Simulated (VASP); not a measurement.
S: single point with PBEsol

The system is S.

```
CELL_PARAMETERS angstrom
0.00000 2.83862 2.83862
2.83862 0.00000 2.83862
2.83862 2.83862 0.00000
ATOMIC_POSITIONS crystal
S 0.00000 0.00000 0.00000
S 0.25000 0.25000 0.25000
```

```json
{"Program": "VASP 6.6.1", "Task": "single point", "Functional": "PBEsol", "Potentials or basis": "VASP PAW PBE potentials, release 64 (S)", "Cutoff": "520 eV", "k mesh": "5 × 5 × 5", "Occupations": "methfessel-paxton, width 0.02 eV", "Spin": "no spin polarisation", "Dipole correction": "no", "Further INCAR settings": "ALGO = Normal; EDIFF = 1e-06; NBANDS = 13"}
```

| Quantity | Value |
| --- | --- |
| Pressure | 0.0 GPa |
| Band gap on the k mesh | zero (band 6 reaches 4.13 eV, above the bottom of band 7 at 2.97 eV) |

Levels at points of the mesh, in eV from the Fermi level:
| k point | band 2 | band 3 | band 4 | band 5 | band 6 | band 7 | band 8 | band 9 | band 10 | band 11 |
| --- | --- | --- | --- | --- | --- | --- | --- | --- | --- | --- |
| (0.00, 0.00, 0.00) | -8.92 | -4.18 | -4.18 | -4.18 | -1.14 | -1.14 | -1.14 | 5.25 | 7.58 | 7.58 |

Wall time 5.4 s on 1 thread of Intel Xeon 6975P-C (shared host), peak memory 0.15 GiB.

Caveat: the k points lie up to 0.38 Å⁻¹ apart; the PAW data sets were made with another functional, which shifts forces and pressure a little.
